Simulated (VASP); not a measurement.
# SiO2 (Stishovite) (P4_2/mnm) in VASP: further runs

The runs below take SiO2 (Stishovite) through electric field gradients, with PBEsol, r2SCAN.

All numbers are computed with VASP 6.6.1; they aren't measurements. Logs are shortened: lines on timing, memory, paths and dates and some standing lists are left out, and cuts for length are marked.

## Step 1: The cell of the first run

Symmetry: P4_2/mnm, No. 136, tetragonal system. The conventional cell has a = 4.167 Å, b = 4.167 Å, c = 2.664 Å, α = 90.00°, β = 90.00°, γ = 90.00°. Si (site symmetry mmm) has 6 O at 1.76 to 1.80 Å within 2.3 Å. Within 2.3 Å of O (site symmetry m2m) lie 3 Si at 1.76 to 1.80 Å and 1 O at 2.30 Å.

## Step 2: Electric field gradients, PBEsol

File INCAR:

```
PREC = Accurate ; ENCUT = 520
EDIFF = 1E-8 ; ISMEAR = -1
SIGMA = 0.02 ; LREAL = F
LASPH = T ; NELM = 60
ALGO = Normal ; ISIF = 2
LWAVE = F ; LCHARG = F
GGA = PS ; LEFG = T
NBANDS = 25
```

File KPOINTS:

```
Automatic mesh
0
Gamma
  7 7 11
```

File POSCAR:

```
SiO2
1.0
    4.1667000000      0.0000000000      0.0000000000
    0.0000000000      4.1667000000      0.0000000000
    0.0000000000      0.0000000000      2.6645000000
Si O
2 4
Direct
    0.0000000000      0.0000000000      0.0000000000
    0.5000000000      0.5000000000      0.5000000000
    0.3052551835      0.3052551835      0.0000000000
    0.1947448165      0.8052551835      0.5000000000
    0.6947448165      0.6947448165      0.0000000000
    0.8052551835      0.1947448165      0.5000000000
```

Potentials or basis: VASP PAW PBE potentials, release 64 (Si, O).

Started as:

```console
cat potpaw_PBE.64/Si/POTCAR potpaw_PBE.64/O/POTCAR > POTCAR
mpirun -np 1 vasp_std > vasp.out
```

OUTCAR:

```text
PREC = Accurate
   ENCUT = 520
   EDIFF = 1E-8
   ISMEAR = -1
   LREAL = F
   LASPH = T
   NELM = 60
   ISIF = 2
   GGA = PS

 ion  position               nearest neighbor table
   1  0.000  0.000  0.000-   4 1.76   6 1.76   4 1.76   6 1.76   5 1.80   3 1.80
   2  0.500  0.500  0.500-   3 1.76   5 1.76   3 1.76   5 1.76   4 1.80   6 1.80
   3  0.305  0.305  0.000-   2 1.76   2 1.76   1 1.80
   4  0.195  0.805  0.500-   1 1.76   1 1.76   2 1.80
   5  0.695  0.695  0.000-   2 1.76   2 1.76   1 1.80
   6  0.805  0.195  0.500-   1 1.76   1 1.76   2 1.80

  LATTYP: Found a simple tetragonal cell.
 ALAT       =     4.1667000000
 C/A-ratio  =     0.6394748842

  Lattice vectors:

 A1 = (   4.1667000000,   0.0000000000,   0.0000000000)
 A2 = (   0.0000000000,   4.1667000000,   0.0000000000)
 A3 = (   0.0000000000,   0.0000000000,   2.6645000000)

Analysis of symmetry for initial positions (statically):
=====================================================================
 Subroutine PRICEL returns:
 Original cell was already a primitive cell.

 Routine SETGRP: Setting up the symmetry group for a
 simple tetragonal supercell.

 Subroutine GETGRP returns: Found 16 space group operations
 (whereof  8 operations were pure point group operations)
 out of a pool of 16 trial point group operations.

The static configuration has the point symmetry D_2h.
 The point group associated with its full space group is D_4h.

Analysis of symmetry for dynamics (positions and initial velocities):
=====================================================================
 Subroutine PRICEL returns:
 Original cell was already a primitive cell.

 Routine SETGRP: Setting up the symmetry group for a
 simple tetragonal supercell.

 Subroutine GETGRP returns: Found 16 space group operations
 (whereof  8 operations were pure point group operations)
 out of a pool of 16 trial point group operations.

The dynamic configuration has the point symmetry D_2h.
 The point group associated with its full space group is D_4h.

 Subroutine INISYM returns: Found 16 space group operations
 (whereof  8 operations are pure point group operations),
 and found     1 'primitive' translations

[... 157 lines left out ...]
 k-point     1 :       0.0000    0.0000    0.0000
  band No.  band energies     occupation
      1     -14.3718      2.00000
      2     -10.6577      2.00000
      3     -10.6577      2.00000
      4     -10.3702      2.00000
      5      -2.7581      2.00000
      6       1.7170      2.00000
[... 661 lines left out ...]
     24      20.8246      0.00000
     25      22.3618      0.00000

 [... further k-points ...]

------------------------ aborting loop because EDIFF is reached ----------------------------------------

  FORCE on cell =-STRESS in cart. coord.  units (eV):
  Direction    XX          YY          ZZ          XY          YZ          ZX
  --------------------------------------------------------------------------------------
  -------------------------------------------------------------------------------------
  Total        1.6418324      1.6418324      2.2323747      0.0000000      0.0000000      0.0000000
  in kB       56.8642377     56.8642377     77.3174418      0.0000000      0.0000000      0.0000000
  external PRESSURE =      63.6819724 kB  Pullay stress =       0.0000000 kB

 VOLUME and BASIS-vectors are now :
 -----------------------------------------------------------------------------
  energy-cutoff  :      520.00
  volume of cell :       46.26
      direct lattice vectors                 reciprocal lattice vectors
     4.166700000  0.000000000  0.000000000     0.239998080  0.000000000  0.000000000
     0.000000000  4.166700000  0.000000000     0.000000000  0.239998080  0.000000000
     0.000000000  0.000000000  2.664500000     0.000000000  0.000000000  0.375304935

 POSITION                                       TOTAL-FORCE (eV/Angst)
 -----------------------------------------------------------------------------------
      0.00000      0.00000      0.00000         0.000000      0.000000      0.000000
      2.08335      2.08335      1.33225         0.000000      0.000000      0.000000
      1.27191      1.27191      0.00000        -0.005880     -0.005880      0.000000
      0.81144      3.35526      1.33225         0.005880     -0.005880      0.000000
      2.89479      2.89479      0.00000         0.005880      0.005880     -0.000000
      3.35526      0.81144      1.33225        -0.005880      0.005880     -0.000000
 -----------------------------------------------------------------------------------
    total drift:                                0.000000      0.000000     -0.000000

  FREE ENERGIE OF THE ION-ELECTRON SYSTEM (eV)
  ---------------------------------------------------
  free  energy   TOTEN  =       -48.9654473136 eV

  energy  without entropy=      -48.9654473136  energy(sigma->0) =      -48.96544731

 Electric field gradients (V/A^2)
---------------------------------------------------------------------
 ion       V_xx      V_yy      V_zz      V_xy      V_xz      V_yz
---------------------------------------------------------------------
   1       7.782     7.782   -15.565    10.019    -0.000     0.000
   2       7.782     7.782   -15.565   -10.019    -0.000     0.000
   3     -22.652   -22.652    45.305    84.599    -0.000    -0.000
   4     -22.652   -22.652    45.305   -84.599     0.000    -0.000
   5     -22.652   -22.652    45.305    84.599     0.000    -0.000
   6     -22.652   -22.652    45.305   -84.599     0.000    -0.000
---------------------------------------------------------------------

 Electric field gradients after diagonalization (V/A^2)
 (convention: |V_zz| > |V_xx| > |V_yy|)
----------------------------------------------------------------------
 ion       V_xx      V_yy      V_zz     asymmetry (V_yy - V_xx)/ V_zz
----------------------------------------------------------------------
   1     -15.565    -2.236    17.801       0.749
   2     -15.565    -2.236    17.801       0.749
   3      61.947    45.305  -107.252       0.155
   4      61.947    45.305  -107.252       0.155
   5      61.947    45.305  -107.252       0.155
   6      61.947    45.305  -107.252       0.155
----------------------------------------------------------------------

           NMR quadrupolar parameters

 Cq : quadrupolar parameter    Cq=e*Q*V_zz/h
 eta: asymmetry parameters     (V_yy - V_xx)/ V_zz
 Q  : nuclear electric quadrupole moment in mb (millibarn)
----------------------------------------------------------------------
 ion       Cq(MHz)       eta       Q (mb)
----------------------------------------------------------------------
   1       0.043       0.749       1.000
   2       0.043       0.749       1.000
   3      -0.259       0.155       1.000
   4      -0.259       0.155       1.000
   5      -0.259       0.155       1.000
   6      -0.259       0.155       1.000
----------------------------------------------------------------------
```

Wall time 42 s (1 thread of Intel Xeon 6975P-C, shared host); peak memory 0.18 GiB.

What came out:

| Property | Result |
| --- | --- |
| Free energy | -48.9654 eV |
| Pressure | 6.4 GPa |
| Largest force | 0.008 eV/Å |
| Band gap on the k mesh | 5.66 eV, direct |

Forces on the atoms (eV/Å):
```
Si   0.000  0.000  0.000
Si   0.000  0.000  0.000
O   -0.006 -0.006  0.000
O    0.006 -0.006  0.000
O    0.006  0.006  0.000
O   -0.006  0.006  0.000
```

Electric field gradients, principal values (V/Å²):
| atom | least | middle | greatest (by size) |
| --- | --- | --- | --- |
| 1 Si | -2.236 | -15.565 | 17.801 |
| 2 Si | -2.236 | -15.565 | 17.801 |
| 3 O | 45.305 | 61.947 | -107.252 |
| 4 O | 45.305 | 61.947 | -107.252 |
| 5 O | 45.305 | 61.947 | -107.252 |
| 6 O | 45.305 | 61.947 | -107.252 |

Caveat: without QUAD_EFG the Cq values of the log hold for a quadrupole moment of 1 mb, not for the nuclei; the PAW data sets were made with another functional, which shifts forces and pressure a little.

## Step 3: Electric field gradients, r2SCAN

POSCAR is that of step 2.

File INCAR.step1:

```
ALGO = Normal
EDIFF = 1E-4
ENCUT = 520
GGA = PE
ISMEAR = -1
LASPH = True
LCHARG = False
LREAL = False
LWAVE = True
NBANDS = 25
NELM = 60
PREC = Accurate
SIGMA = 0.02
```

File INCAR.step2:

```
ALGO = Normal
EDIFF = 1E-8
ENCUT = 520
ISIF = 2
ISMEAR = -1
ISTART = 1
LASPH = True
LCHARG = False
LEFG = True
LMIXTAU = True
LREAL = False
LWAVE = False
METAGGA = R2SCAN
NBANDS = 25
NELM = 60
PREC = Accurate
SIGMA = 0.02
```

File KPOINTS:

```
k-points
0
Gamma
  7 7 11
```

Potentials or basis: VASP PAW PBE potentials, release 64 (Si, O).

Started as:

```console
cat potpaw_PBE.64/Si/POTCAR potpaw_PBE.64/O/POTCAR > POTCAR
cp INCAR.step1 INCAR
mpirun -np 1 vasp_std > vasp.out
cp INCAR.step2 INCAR
mpirun -np 1 vasp_std > vasp.out
```

OUTCAR:

```text
EDIFF = 1E-8
   ENCUT = 520
   ISIF = 2
   ISMEAR = -1
   ISTART = 1
   LASPH = True
   LREAL = False
   METAGGA = R2SCAN
   NELM = 60
   PREC = Accurate

 ion  position               nearest neighbor table
   1  0.000  0.000  0.000-   4 1.76   6 1.76   4 1.76   6 1.76   5 1.80   3 1.80
   2  0.500  0.500  0.500-   3 1.76   5 1.76   3 1.76   5 1.76   4 1.80   6 1.80
   3  0.305  0.305  0.000-   2 1.76   2 1.76   1 1.80
   4  0.195  0.805  0.500-   1 1.76   1 1.76   2 1.80
   5  0.695  0.695  0.000-   2 1.76   2 1.76   1 1.80
   6  0.805  0.195  0.500-   1 1.76   1 1.76   2 1.80

  LATTYP: Found a simple tetragonal cell.
 ALAT       =     4.1667000000
 C/A-ratio  =     0.6394748842

  Lattice vectors:

 A1 = (   4.1667000000,   0.0000000000,   0.0000000000)
 A2 = (   0.0000000000,   4.1667000000,   0.0000000000)
 A3 = (   0.0000000000,   0.0000000000,   2.6645000000)

Analysis of symmetry for initial positions (statically):
=====================================================================
 Subroutine PRICEL returns:
 Original cell was already a primitive cell.

[... 887 lines left out ...]
 -----------------------------------------------------------------------------------
    total drift:                                0.000000      0.000000     -0.000000

  FREE ENERGIE OF THE ION-ELECTRON SYSTEM (eV)
  ---------------------------------------------------
  free  energy   TOTEN  =       -58.7787297642 eV

  energy  without entropy=      -58.7787297642  energy(sigma->0) =      -58.77872976

 Electric field gradients (V/A^2)
---------------------------------------------------------------------
 ion       V_xx      V_yy      V_zz      V_xy      V_xz      V_yz
---------------------------------------------------------------------
   1       7.834     7.834   -15.668    10.333    -0.000    -0.000
   2       7.834     7.834   -15.668   -10.333    -0.000     0.000
   3     -23.398   -23.398    46.796    86.929    -0.000    -0.000
   4     -23.398   -23.398    46.796   -86.929     0.000    -0.000
   5     -23.398   -23.398    46.796    86.929     0.000    -0.000
   6     -23.398   -23.398    46.796   -86.929     0.000    -0.000
---------------------------------------------------------------------

 Electric field gradients after diagonalization (V/A^2)
 (convention: |V_zz| > |V_xx| > |V_yy|)
----------------------------------------------------------------------
 ion       V_xx      V_yy      V_zz     asymmetry (V_yy - V_xx)/ V_zz
----------------------------------------------------------------------
   1     -15.668    -2.499    18.167       0.725
   2     -15.668    -2.499    18.167       0.725
   3      63.531    46.796  -110.327       0.152
   4      63.531    46.796  -110.327       0.152
   5      63.531    46.796  -110.327       0.152
   6      63.531    46.796  -110.327       0.152
----------------------------------------------------------------------

           NMR quadrupolar parameters

 Cq : quadrupolar parameter    Cq=e*Q*V_zz/h
 eta: asymmetry parameters     (V_yy - V_xx)/ V_zz
 Q  : nuclear electric quadrupole moment in mb (millibarn)
----------------------------------------------------------------------
 ion       Cq(MHz)       eta       Q (mb)
----------------------------------------------------------------------
   1       0.044       0.725       1.000
   2       0.044       0.725       1.000
   3      -0.267       0.152       1.000
   4      -0.267       0.152       1.000
   5      -0.267       0.152       1.000
   6      -0.267       0.152       1.000
----------------------------------------------------------------------
```

OSZICAR.step1:

```text
N       E                     dE             d eps       ncg     rms          rms(c)
DAV:   1     0.134034022362E+03    0.13403E+03   -0.17772E+04  3032   0.124E+03
DAV:   2    -0.440785522022E+02   -0.17811E+03   -0.17073E+03  3798   0.279E+02
DAV:   3    -0.508502608605E+02   -0.67717E+01   -0.67428E+01  4020   0.520E+01
DAV:   4    -0.508924343391E+02   -0.42173E-01   -0.42162E-01  3499   0.477E+00
DAV:   5    -0.508927669910E+02   -0.33265E-03   -0.33258E-03  4059   0.402E-01    0.177E+01
DAV:   6    -0.461749379589E+02    0.47178E+01   -0.13180E+01  3776   0.245E+01    0.816E+00
DAV:   7    -0.462156631081E+02   -0.40725E-01   -0.80533E-01  3862   0.520E+00    0.296E+00
DAV:   8    -0.462299539867E+02   -0.14291E-01   -0.26362E-02  3695   0.140E+00    0.109E+00
DAV:   9    -0.462364955129E+02   -0.65415E-02   -0.96271E-03  3920   0.828E-01    0.265E-01
DAV:  10    -0.462366955759E+02   -0.20006E-03   -0.39668E-04  3738   0.144E-01    0.410E-02
DAV:  11    -0.462366805097E+02    0.15066E-04   -0.66353E-05  2488   0.608E-02
   1 F= -.46236681E+02 E0= -.46236681E+02  d E =-.474136E-12
```

It took 2.2 min on 1 thread of Intel Xeon 6975P-C, shared host; peak memory 0.19 GiB.

What came out:

```
Free energy            : -58.7787 eV
Pressure               : 3.4 GPa
Largest force          : 0.059 eV/Å
Band gap on the k mesh : 6.66 eV, direct
```

Forces in eV/Å, atoms in the order of the input:
```
Si   0.000  0.000  0.000
Si   0.000  0.000  0.000
O    0.042  0.042  0.000
O   -0.042  0.042  0.000
O   -0.042 -0.042  0.000
O    0.042 -0.042  0.000
```

Stress tensor (GPa, compression positive):
```
3.13 0.00 0.00
0.00 3.13 0.00
0.00 0.00 4.02
```

Levels at points of the mesh, in eV from the valence-band top:
```
           k point  band 14  band 15  band 16  band 17  band 18  band 19
(0.00, 0.00, 0.00)    -0.90    -0.90     0.00     6.66     7.66     9.50
```

Electric field gradients, principal values (V/Å²):
| atom | least | middle | greatest (by size) |
| --- | --- | --- | --- |
| 1 Si | -2.499 | -15.668 | 18.167 |
| 2 Si | -2.499 | -15.668 | 18.167 |
| 3 O | 46.796 | 63.531 | -110.327 |
| 4 O | 46.796 | 63.531 | -110.327 |
| 5 O | 46.796 | 63.531 | -110.327 |
| 6 O | 46.796 | 63.531 | -110.327 |

Caveat: without QUAD_EFG the Cq values of the log hold for a quadrupole moment of 1 mb, not for the nuclei; the PAW data sets were made with another functional, which shifts forces and pressure a little.
